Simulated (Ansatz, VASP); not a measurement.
## One calculation of Sr2Ca, two programs

File INCAR:

```
ALGO = Fast
EDIFF = 1E-6
EDIFFG = -0.01
ENCUT = 600
GGA = PE
IBRION = 2
ISIF = 3
ISMEAR = 0
LASPH = True
LCHARG = False
LREAL = False
LWAVE = False
NELM = 80
NSW = 100
PREC = Accurate
SIGMA = 0.1
```

KPOINTS

```
k-points
0
Gamma
  10 10 10
```

The input POSCAR:

```
Sr2Ca
1.0
    0.0000000000      4.5290942764      4.5290942764
    4.5290942764      0.0000000000      4.5290942764
    4.5290942764      4.5290942764      0.0000000000
Sr Ca
2 1
Direct
    0.7500000000      0.7500000000      0.7500000000
    0.2500000000      0.2500000000      0.2500000000
    0.0000000000      0.0000000000      0.0000000000
```

Input for Ansatz:

```yaml
crystal:
  lattice:
    - [0.0, 4.5290942764, 4.5290942764]
    - [4.5290942764, 0.0, 4.5290942764]
    - [4.5290942764, 4.5290942764, 0.0]
  atoms:
    - { symbol: Sr, position: [0.75, 0.75, 0.75] }
    - { symbol: Sr, position: [0.25, 0.25, 0.25] }
    - { symbol: Ca, position: [0.0, 0.0, 0.0] }
basis:
  ecutwfc: 420
kpoints:
  mp_grid: { grid: [10, 10, 10] }
hamiltonian:
  xc: pbe
scf:
  occupations: { method: gaussian, width: 0.1 }
output:
  forces: true
  stress: true
  eigenvalues: true
relax:
  adjacent_minimum: "off"
  f_tol: 0.01
  max_steps: 80
  cell: { stress_tol: 0.05 }
```

Alike in both runs: task relaxation of cell and atoms; functional PBE; k mesh 10 × 10 × 10; occupations gaussian, width 0.1 eV; no spin polarisation.

|  | VASP | Ansatz |
| --- | --- | --- |
| version | VASP 6.6.1 | Ansatz 0.2.0 |
| potentials or method | VASP PAW PBE potentials, release 64 (Sr_sv, Ca_sv), cutoff 600 eV | scalar-relativistic, plane waves, PAW |
| valence electrons in the cell | 30 | 30 |

```tsv
	VASP	Ansatz	Ansatz less VASP
gap on the k mesh at the Fermi level, each at its own relaxed structure (eV)	none	none	-
relaxed volume (Å³/atom)	62.79	62.83	+0.038
relaxed length of the cell vector where the two differ most in proportion (Å)	6.435	6.436	+0.0013
```

A gap of «none» marks a metal or a gap that the smearing closes.
